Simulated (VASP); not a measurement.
A run of VASP 6.6.1 is set up as follows.

File INCAR:

```
ALGO = Normal
EDIFF = 1E-6
EDIFFG = -0.04
ENCUT = 600
GGA = PE
IBRION = 2
ISIF = 3
ISMEAR = 0
LASPH = True
LCHARG = False
LREAL = False
LWAVE = False
NELM = 60
NSW = 90
PREC = Accurate
SIGMA = 0.1
```

File KPOINTS:

```
k-points
0
Gamma
  4 4 2
```

POSCAR

```
Ba2SnC6
1.0
    4.9019897600      0.0000000000      0.0000000000
    0.0000000000      4.9019897600      0.0000000000
    0.0000000000      0.0000000000      7.5872831400
Ba Sn C
2 1 6
Direct
    0.0000000000      0.5000000000      0.5000000000
    0.5000000000      0.0000000000      0.5000000000
    0.5000000000      0.5000000000      0.0000000000
    0.0000000000      0.5000000000      0.7906766800
    0.5000000000      0.0000000000      0.7906766800
    0.0000000000      0.5000000000      0.2093233200
    0.5000000000      0.0000000000      0.2093233200
    0.5000000000      0.5000000000      0.8030317500
    0.5000000000      0.5000000000      0.1969682500
```

Potentials or basis: VASP PAW PBE potentials, release 64 (Ba_sv, Sn_d, C).

Run with:

```console
$ cat potpaw_PBE.64/Ba_sv/POTCAR potpaw_PBE.64/Sn_d/POTCAR potpaw_PBE.64/C/POTCAR > POTCAR
$ mpirun -np 1 vasp_std > vasp.out
```

(1) Predict the space group after relaxing (to 0.1 Å).

(2) What does it give for the relaxed volume?

(3) Estimate the relaxed cell.

(4) Estimate the band gap on the k mesh.

Results:

(1) P4/mmm (No. 123).

(2) 17.26 Å³/atom.

(3) a = 4.307 Å, b = 4.307 Å, c = 8.372 Å, α = 90.00°, β = 90.00°, γ = 90.00°.

(4) zero (bands 29 and 30 overlap by 1.19 eV).

Caveat: the k points lie up to 0.38 Å⁻¹ apart in the final cell, too coarse for converged energies and pressures of a metal; spin-orbit coupling is left out, which moves the levels of the heavy elements.
